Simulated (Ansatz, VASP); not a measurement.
# W3Se2: VASP beside Ansatz

INCAR

```
SYSTEM = W3Se2
PREC = Accurate
ENCUT = 600
EDIFF = 1E-7
ISMEAR = 0
SIGMA = 0.1
LREAL = .False.
LASPH = .True.
NELM = 60
ALGO = Normal
ISIF = 3
LWAVE = .False.
LCHARG = .False.
GGA = PE
IBRION = 2
NSW = 100
EDIFFG = -0.01
```

File KPOINTS:

```
Automatic mesh
0
Gamma
  12 12 6
  0 0 0
```

Contents of POSCAR:

```
W3Se2
1.0
    4.1074430354      0.0000000000      0.0000000000
   -2.0537215177      3.5571500133      0.0000000000
    0.0000000000      0.0000000000      6.1385942763
W Se
3 2
Direct
    0.0000000000      0.0000000000      0.0000000000
    0.3333333333      0.6666666667      0.5951941417
    0.6666666667      0.3333333333      0.4048058583
    0.3333333333      0.6666666667      0.1762044225
    0.6666666667      0.3333333333      0.8237955775
```

Input for Ansatz:

```yaml
crystal:
  lattice:
    - [4.1074430354, 0.0, 0.0]
    - [-2.0537215177, 3.5571500133, 0.0]
    - [0.0, 0.0, 6.1385942763]
  atoms:
    - { symbol: W, position: [0.0, 0.0, 0.0] }
    - { symbol: W, position: [0.3333333333, 0.6666666667, 0.5951941417] }
    - { symbol: W, position: [0.6666666667, 0.3333333333, 0.4048058583] }
    - { symbol: Se, position: [0.3333333333, 0.6666666667, 0.1762044225] }
    - { symbol: Se, position: [0.6666666667, 0.3333333333, 0.8237955775] }
basis:
  ecutwfc: 420
kpoints:
  mp_grid: { grid: [12, 12, 6] }
hamiltonian:
  xc: pbe
scf:
  occupations: { method: gaussian, width: 0.1 }
output:
  forces: true
  stress: true
  eigenvalues: true
relax:
  adjacent_minimum: "off"
  f_tol: 0.01
  max_steps: 80
  cell: { stress_tol: 0.05 }
```

Alike in both runs: task relaxation of cell and atoms; functional PBE; k mesh 12 × 12 × 6; occupations gaussian, width 0.1 eV; no spin polarisation.

```csv
,VASP,Ansatz
version,VASP 6.6.1,Ansatz 0.2.0
potentials or method,"VASP PAW PBE potentials, release 64 (W_sv, Se), cutoff 600 eV","scalar-relativistic, plane waves, PAW"
valence electrons in the cell,54,74
```

```csv
,VASP,Ansatz,Ansatz less VASP
"gap on the k mesh at the Fermi level, each at its own relaxed structure (eV)",none,none,-
relaxed volume (Å³/atom),17.91,17.88,-0.036
relaxed length of the cell vector where the two differ most in proportion (Å),4.102,4.099,-0.0032
```

A gap of «none» marks a metal or a gap that the smearing closes. VASP's potentials hold 54 valence electrons a cell and Ansatz's 74, so a difference there can come from the potentials and not from the codes.

Spin-orbit coupling is off throughout.
